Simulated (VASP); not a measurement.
# Sc (P6_3/mmc) in VASP: a series of runs

Sc is run at these levels: PBE; tasks: single point.

Program: VASP 6.6.1. These are calculated values, not measurements. Logs are shortened: lines on timing, memory, paths and dates and some standing lists are left out, and cuts for length are marked.

### Step 1. The cell of the first run

It takes space group P6_3/mmc (No. 194, hexagonal). Conventional cell: a = 3.363 Å, b = 3.363 Å, c = 5.354 Å, α = 90.00°, β = 90.00°, γ = 120.00°. Within 4.3 Å of Sc (site symmetry -6m2) lie 12 Sc at 3.31 to 3.36 Å.

### Step 2. Single point, PBE (volume scaled by 1.05)

INCAR

```
PREC = Accurate
ENCUT = 520
EDIFF = 1E-7
ISMEAR = -1
SIGMA = 0.03
LREAL = False
LASPH = True
NELM = 100
ALGO = Normal
ISIF = 2
LWAVE = False
LCHARG = True
GGA = PE
LELF = True
LVHAR = True
NBANDS = 18
```

KPOINTS

```
Automatic mesh
0
Gamma
  13 13 7
```

POSCAR

```
Sc
1.0
    3.3630501282      0.0000000000      0.0000000000
   -1.6815250641      2.9124868452      0.0000000000
    0.0000000000      0.0000000000      5.3543760077
Sc
2
Direct
    0.3333333333      0.6666666667      0.2500000000
    0.6666666667      0.3333333333      0.7500000000
```

Potentials or basis: VASP PAW PBE potentials, release 64 (Sc_sv).

Command:

```bash
$ cat potpaw_PBE.64/Sc_sv/POTCAR > POTCAR
$ mpirun -np 1 vasp_std > vasp.out
```

OUTCAR:

```text
PREC = Accurate
   ENCUT = 520
   EDIFF = 1E-7
   ISMEAR = -1
   LREAL = False
   LASPH = True
   NELM = 100
   ISIF = 2
   GGA = PE

 ion  position               nearest neighbor table
   1  0.333  0.667  0.250-   2 3.31   2 3.31   2 3.31   2 3.31   2 3.31   2 3.31
   2  0.667  0.333  0.750-   1 3.31   1 3.31   1 3.31   1 3.31   1 3.31   1 3.31

  LATTYP: Found a hexagonal cell.
 ALAT       =     3.3630501282
 C/A-ratio  =     1.5921190002

  Lattice vectors:

 A1 = (   3.3630501282,   0.0000000000,   0.0000000000)
 A2 = (  -1.6815250641,   2.9124868452,   0.0000000000)
 A3 = (   0.0000000000,   0.0000000000,   5.3543760077)

Analysis of symmetry for initial positions (statically):
=====================================================================
 Subroutine PRICEL returns:
 Original cell was already a primitive cell.

 Routine SETGRP: Setting up the symmetry group for a
 hexagonal supercell.

 Subroutine GETGRP returns: Found 24 space group operations
 (whereof 12 operations were pure point group operations)
 out of a pool of 24 trial point group operations.

The static configuration has the point symmetry D_3d.
 The point group associated with its full space group is D_6h.

Analysis of symmetry for dynamics (positions and initial velocities):
=====================================================================
 Subroutine PRICEL returns:
 Original cell was already a primitive cell.

 Routine SETGRP: Setting up the symmetry group for a
 hexagonal supercell.

 Subroutine GETGRP returns: Found 24 space group operations
 (whereof 12 operations were pure point group operations)
 out of a pool of 24 trial point group operations.

The dynamic configuration has the point symmetry D_3d.
 The point group associated with its full space group is D_6h.

 Subroutine INISYM returns: Found 24 space group operations
 (whereof 12 operations are pure point group operations),
 and found     1 'primitive' translations

----------------------------------------------------------------------------------------

                                     Primitive cell

  volume of cell :      52.4453

  direct lattice vectors                    reciprocal lattice vectors
     3.363050128  0.000000000  0.000000000     0.297349121  0.171674595  0.000000000
[... 76 lines left out ...]
 SYSTEM =  unknown system
   PREC   = accura    normal or accurate (medium, high low for compatibility)
   ISTART =      0    job   : 0-new  1-cont  2-samecut
   ICHARG =      2    charge: 1-file 2-atom 10-const
   ISPIN  =      1    spin polarized calculation?
   LNONCOLLINEAR =      F non collinear calculations
   LSORBIT =      F    spin-orbit coupling
   LASPH  =      T    aspherical Exc in radial PAW
   ENCUT  =  520.0 eV  38.22 Ry    6.18 a.u.   6.25  6.25  9.96*2*pi/ulx,y,z
   NELM   =    100;   NELMIN=  2; NELMDL= -5     # of ELM steps
   EDIFF  = 0.1E-06   stopping-criterion for ELM
   LREAL  =      F    real-space projection
   EDIFFG = 0.1E-05   stopping-criterion for IOM
   NSW    =      0    number of steps for IOM
   IBRION =     -1    ionic relax: 0-MD 1-quasi-New 2-CG
   NFREE  =      0    steps in history (QN), initial steepest desc. (CG)
   ISIF   =      2    stress and relaxation
   ISYM   =      2    0-nonsym 1-usesym 2-fastsym
   POTIM  = 0.5000    time-step for ionic-motion
   TEBEG  =    0.0;   TEEND  =   0.0 temperature during run
   PSTRESS=    0.0 pullay stress
   NELECT =      22.0000    total number of electrons
   NUPDOWN=      -1.0000    fix difference up-down
   EMIN   =  10.00;   EMAX   =-10.00  energy-range for DOS
   EFERMI =   0.00;   METHOD = LEGACY
   ISMEAR =    -1;   SIGMA  =   0.03  broadening in eV -4-tet -1-fermi 0-gaus
   EFERMI_NEDOS =   21; number of points for ismear=-14 and -15
   IALGO  =     38    algorithm
   IMIX   =      4    mixing-type and parameters
     AMIX     =   0.40;   BMIX     =  1.00
     AMIX_MAG =   1.60;   BMIX_MAG =  1.00
  volume/ion in A,a.u.               =      26.22       176.96
  Fermi-wavevector in a.u.,A,eV,Ry     =   1.225501  2.315861 20.433946  1.501853
  Thomas-Fermi vector in A             =   2.360537
   LORBIT       =      0    0 simple, 1 ext, 2 COOP (PROOUT), +10 PAW based schemes
   GGA     = PE    functional components
   LHFCALC =     F    Hartree Fock is set to
   AEXX    =    0.0000 exact exchange contribution
   IVDW    =     0    specifies the selected vdW correction
   LEPSILON=     F    determine dielectric tensor
   LRPA    =     F    only Hartree local field effects (RPA)
 non-spin polarized calculation
  energy-cutoff  :      520.00
  volume of cell :       52.45
 maximum number of plane-waves:      1429
 NGX is ok and might be reduce to    28
   NGX = 13   NGY = 13   NGZ = 19

 number of electron      22.0000006 magnetization

 Free energy of the ion-electron system (eV)
  ---------------------------------------------------
  ext. energy  EPLUGINS =         0.00000000
  ---------------------------------------------------
  free energy    TOTEN  =       -12.47020227 eV

  energy without entropy =      -12.45579447  energy(sigma->0) =      -12.46299837

 E-fermi :   3.3338     XC(G=0):  -9.6329

 val. band max:        3.3283107173   @ k =   0.3077   0.0769   0.0000
 cond. band min:       3.3372754304   @ k =   0.3846   0.0769   0.4286
 fundamental gap:      0.0089647131
 Fermi energy:         3.3338459025

 k-point     1 :       0.0000    0.0000    0.0000
  band No.  band energies     occupation
      1     -46.2563      2.00000
      2     -46.2065      2.00000
      3     -25.0232      2.00000
      4     -24.7554      2.00000
      5     -24.7554      2.00000
      6     -24.7068      2.00000
[... 481 lines left out ...]
      5     -24.7682      2.00000
      6     -24.7656      2.00000
[... 10 lines left out ...]
     17       5.6178      0.00000
     18       5.6425      0.00000

 [... further k-points ...]
[... 5 lines left out ...]
  --------------------------------------------------------------------------------------
  -------------------------------------------------------------------------------------
  Total       -0.8214357     -0.8214357     -1.3009605     -0.0000000      0.0000000     -0.0000000
  in kB      -25.0944671    -25.0944671    -39.7437202     -0.0000000      0.0000000     -0.0000000
  external PRESSURE =     -29.9775515 kB  Pullay stress =       0.0000000 kB

 VOLUME and BASIS-vectors are now :
 -----------------------------------------------------------------------------
  energy-cutoff  :      520.00
  volume of cell :       52.45
      direct lattice vectors                 reciprocal lattice vectors
     3.363050128  0.000000000  0.000000000     0.297349121  0.171674595  0.000000000
    -1.681525064  2.912486845  0.000000000     0.000000000  0.343349190  0.000000000
     0.000000000  0.000000000  5.354376008     0.000000000  0.000000000  0.186763126

 POSITION                                       TOTAL-FORCE (eV/Angst)
 -----------------------------------------------------------------------------------
     -0.00000      1.94166      1.33859         0.000000      0.000000      0.000000
      1.68153      0.97083      4.01578        -0.000000     -0.000000      0.000000
 -----------------------------------------------------------------------------------
    total drift:                               -0.000000      0.000000     -0.000000

  FREE ENERGIE OF THE ION-ELECTRON SYSTEM (eV)
  ---------------------------------------------------
  free  energy   TOTEN  =       -12.4702022704 eV

  energy  without entropy=      -12.4557944713  energy(sigma->0) =      -12.46299837
```

It took 89 s on 1 thread of Intel Xeon 6975P-C, shared host; peak memory 0.22 GiB.

Results:

```
Free energy            : -12.4702 eV
Pressure               : -3.0 GPa
Band gap on the k mesh : zero (band 11 reaches 4.03 eV, above the bottom of band 12 at 2.90 eV)
```

Levels at points of the mesh, in eV from the Fermi level:
```tsv
k point	band 7	band 8	band 9	band 10	band 11	band 12	band 13	band 14	band 15	band 16
(0.00, 0.00, 0.00)	-28.04	-28.02	-5.02	-1.60	0.33	1.52	1.52	1.63	1.90	1.90
```

### Step 3. Single point, PBE (z stretched by +1 % at fixed volume)

INCAR

```
  PREC = Accurate
  ENCUT = 520
  EDIFF = 1E-7
  ISMEAR = -1
  SIGMA = 0.03
  LREAL = False
  LASPH = True
  NELM = 100
  ALGO = Normal
  ISIF = 2
  LWAVE = False
  LCHARG = False
  GGA = PE
  NBANDS = 18
```

KPOINTS is that of step 2.

POSCAR

```
Sc
1.0
    3.2923769627      0.0000000000      0.0000000000
   -1.6461884813      2.8512820885      0.0000000000
    0.0000000000      0.0000000000      5.3206800000
Sc
2
Direct
    0.3333333333      0.6666666667      0.2500000000
    0.6666666667      0.3333333333      0.7500000000
```

Potentials or basis: VASP PAW PBE potentials, release 64 (Sc_sv).

Command:

```bash
$ cat potpaw_PBE.64/Sc_sv/POTCAR > POTCAR
$ mpirun -np 1 vasp_std > vasp.out
```

OUTCAR:

```text
PREC = Accurate
   ENCUT = 520
   EDIFF = 1E-7
   ISMEAR = -1
   LREAL = False
   LASPH = True
   NELM = 100
   ISIF = 2
   GGA = PE

 ion  position               nearest neighbor table
   1  0.333  0.667  0.250-   2 3.27   2 3.27   2 3.27   2 3.27   2 3.27   2 3.27
   2  0.667  0.333  0.750-   1 3.27   1 3.27   1 3.27   1 3.27   1 3.27   1 3.27

  LATTYP: Found a hexagonal cell.
 ALAT       =     3.2923769627
 C/A-ratio  =     1.6160603905

  Lattice vectors:

 A1 = (   3.2923769627,   0.0000000000,   0.0000000000)
 A2 = (  -1.6461884813,   2.8512820885,   0.0000000000)
 A3 = (   0.0000000000,   0.0000000000,   5.3206800000)

Analysis of symmetry for initial positions (statically):
=====================================================================
 Subroutine PRICEL returns:
 Original cell was already a primitive cell.

 Routine SETGRP: Setting up the symmetry group for a
 hexagonal supercell.

 Subroutine GETGRP returns: Found 24 space group operations
 (whereof 12 operations were pure point group operations)
 out of a pool of 24 trial point group operations.

The static configuration has the point symmetry D_3d.
 The point group associated with its full space group is D_6h.

Analysis of symmetry for dynamics (positions and initial velocities):
=====================================================================
 Subroutine PRICEL returns:
 Original cell was already a primitive cell.

 Routine SETGRP: Setting up the symmetry group for a
 hexagonal supercell.

 Subroutine GETGRP returns: Found 24 space group operations
 (whereof 12 operations were pure point group operations)
 out of a pool of 24 trial point group operations.

[... 105 lines left out ...]
   IBRION =     -1    ionic relax: 0-MD 1-quasi-New 2-CG
   NFREE  =      0    steps in history (QN), initial steepest desc. (CG)
   ISIF   =      2    stress and relaxation
   ISYM   =      2    0-nonsym 1-usesym 2-fastsym
   POTIM  = 0.5000    time-step for ionic-motion
   TEBEG  =    0.0;   TEEND  =   0.0 temperature during run
   PSTRESS=    0.0 pullay stress
   NELECT =      22.0000    total number of electrons
   NUPDOWN=      -1.0000    fix difference up-down
   EMIN   =  10.00;   EMAX   =-10.00  energy-range for DOS
   EFERMI =   0.00;   METHOD = LEGACY
   ISMEAR =    -1;   SIGMA  =   0.03  broadening in eV -4-tet -1-fermi 0-gaus
   EFERMI_NEDOS =   21; number of points for ismear=-14 and -15
   IALGO  =     38    algorithm
   IMIX   =      4    mixing-type and parameters
     AMIX     =   0.40;   BMIX     =  1.00
     AMIX_MAG =   1.60;   BMIX_MAG =  1.00
  volume/ion in A,a.u.               =      24.97       168.53
  Fermi-wavevector in a.u.,A,eV,Ry     =   1.245595  2.353833 21.109524  1.551506
  Thomas-Fermi vector in A             =   2.379810
   LORBIT       =      0    0 simple, 1 ext, 2 COOP (PROOUT), +10 PAW based schemes
   GGA     = PE    functional components
   LHFCALC =     F    Hartree Fock is set to
   AEXX    =    0.0000 exact exchange contribution
   IVDW    =     0    specifies the selected vdW correction
   LEPSILON=     F    determine dielectric tensor
   LRPA    =     F    only Hartree local field effects (RPA)
 non-spin polarized calculation
  energy-cutoff  :      520.00
  volume of cell :       49.95
 maximum number of plane-waves:      1360
   NGX = 13   NGY = 13   NGZ = 19

 number of electron      22.0000011 magnetization

 Free energy of the ion-electron system (eV)
  ---------------------------------------------------
  ext. energy  EPLUGINS =         0.00000000
  ---------------------------------------------------
  free energy    TOTEN  =       -12.49129878 eV

  energy without entropy =      -12.47707185  energy(sigma->0) =      -12.48418532

 E-fermi :   3.6172     XC(G=0):  -9.8258

 val. band max:        3.6164636476   @ k =   0.2308   0.0000   0.2857
 cond. band min:       3.6183276024   @ k =   0.1538   0.0000   0.0000
 fundamental gap:      0.0018639548
 Fermi energy:         3.6171930466

 k-point     1 :       0.0000    0.0000    0.0000
  band No.  band energies     occupation
      1     -45.8492      2.00000
      2     -45.7911      2.00000
      3     -24.6464      2.00000
      4     -24.3265      2.00000
      5     -24.3265      2.00000
      6     -24.2741      2.00000
[... 481 lines left out ...]
      5     -24.3467      2.00000
      6     -24.3424      2.00000
[... 10 lines left out ...]
     17       6.0310      0.00000
     18       6.0346      0.00000

 [... further k-points ...]
[... 5 lines left out ...]
  --------------------------------------------------------------------------------------
  -------------------------------------------------------------------------------------
  Total        0.1026070      0.1026070     -0.7702275      0.0000000      0.0000000      0.0000000
  in kB        3.2913246      3.2913246    -24.7065836      0.0000000      0.0000000      0.0000000
  external PRESSURE =      -6.0413115 kB  Pullay stress =       0.0000000 kB

 VOLUME and BASIS-vectors are now :
 -----------------------------------------------------------------------------
  energy-cutoff  :      520.00
  volume of cell :       49.95
      direct lattice vectors                 reciprocal lattice vectors
     3.292376963  0.000000000  0.000000000     0.303731927  0.175359710  0.000000000
    -1.646188481  2.851282089  0.000000000     0.000000000  0.350719420  0.000000000
     0.000000000  0.000000000  5.320680000     0.000000000  0.000000000  0.187945902

 POSITION                                       TOTAL-FORCE (eV/Angst)
 -----------------------------------------------------------------------------------
     -0.00000      1.90085      1.33017         0.000000      0.000000      0.000000
      1.64619      0.95043      3.99051        -0.000000      0.000000      0.000000
 -----------------------------------------------------------------------------------
    total drift:                               -0.000000      0.000000     -0.000000

  FREE ENERGIE OF THE ION-ELECTRON SYSTEM (eV)
  ---------------------------------------------------
  free  energy   TOTEN  =       -12.4912987817 eV

  energy  without entropy=      -12.4770718510  energy(sigma->0) =      -12.48418532
```

It took 53 s on 1 thread of Intel Xeon Platinum 8259CL at 2.50GHz (Skylake/Cascade Lake), shared host; peak memory 0.2 GiB.

Results:

| Item | Value |
| --- | --- |
| Free energy | -12.4913 eV |
| Pressure | -0.6 GPa |
| Band gap on the k mesh | zero (band 11 reaches 4.29 eV, above the bottom of band 12 at 3.16 eV) |

Stress tensor (GPa, compression positive):
```
 0.33  0.00  0.00
 0.00  0.33  0.00
 0.00  0.00 -2.47
```

Levels at points of the mesh, in eV from the Fermi level:
```csv
k point,band 7,band 8,band 9,band 10,band 11,band 12,band 13,band 14,band 15,band 16
"(0.00, 0.00, 0.00)",-27.89,-27.88,-5.12,-1.70,0.32,1.59,1.59,1.62,1.98,1.98
```

### Step 4. Single point, PBE (x and y stretched by +3 %, z held)

INCAR

```
ALGO = Normal
EDIFF = 1E-7
ENCUT = 520
GGA = PE
ISIF = 2
ISMEAR = -1
LASPH = T
LCHARG = T
LELF = T
LREAL = F
LVHAR = T
LWAVE = F
NBANDS = 18
NELM = 100
PREC = Accurate
SIGMA = 0.03
```

KPOINTS

```
k-points
0
Gamma
  13 13 7
```

POSCAR

```
Sc
1.0
    3.4080618342      0.0000000000      0.0000000000
   -1.7040309171      2.9514681260      0.0000000000
    0.0000000000      0.0000000000      5.2680000000
Sc
2
Direct
    0.3333333333      0.6666666667      0.2500000000
    0.6666666667      0.3333333333      0.7500000000
```

Command:

```bash
$ cat potpaw_PBE.64/Sc_sv/POTCAR > POTCAR
$ mpirun -np 1 vasp_std > vasp.out
```

Wall time 88 s (1 thread of Intel Xeon Platinum 8259CL at 2.50GHz (Skylake/Cascade Lake), shared host); peak memory 0.22 GiB.

The run converged. Its results:

- Free energy: -12.4622 eV
- Pressure: -3.5 GPa
- Band gap on the k mesh: zero (band 11 reaches 4.06 eV, above the bottom of band 12 at 2.83 eV)

Stress tensor (GPa, compression positive):
```
-3.66  0.00  0.00
 0.00 -3.66  0.00
 0.00  0.00 -3.17
```

Levels at points of the mesh, in eV from the Fermi level:
| k point | band 7 | band 8 | band 9 | band 10 | band 11 | band 12 | band 13 | band 14 | band 15 | band 16 |
| --- | --- | --- | --- | --- | --- | --- | --- | --- | --- | --- |
| (0.00, 0.00, 0.00) | -28.07 | -28.04 | -4.99 | -1.53 | 0.52 | 1.49 | 1.49 | 1.77 | 1.90 | 1.90 |

Caveat: the cell differs from its parent crystal (x and y stretched by +3 %, z held).

### Step 5. The runs side by side

| cell | gap on the mesh (eV) | pressure (GPa) |
| --- | --- | --- |
| a = 3.363, b = 3.363, c = 5.354 Å, angles 90.0, 90.0, 120.0°, 2 atoms | none | -3.0 |
| a = 3.292, b = 3.292, c = 5.321 Å, angles 90.0, 90.0, 120.0°, 2 atoms | none | -0.6 |
| a = 3.408, b = 3.408, c = 5.268 Å, angles 90.0, 90.0, 120.0°, 2 atoms | none | -3.5 |

Alike in all rows: task single point; level PBE; potentials or basis VASP PAW PBE potentials, release 64 (Sc_sv); no spin polarisation; k mesh 13 × 13 × 7; cutoff (eV) 520; smearing fermi-dirac 0.03 eV.

Absolute energies hang on the potentials; compare differences alone.
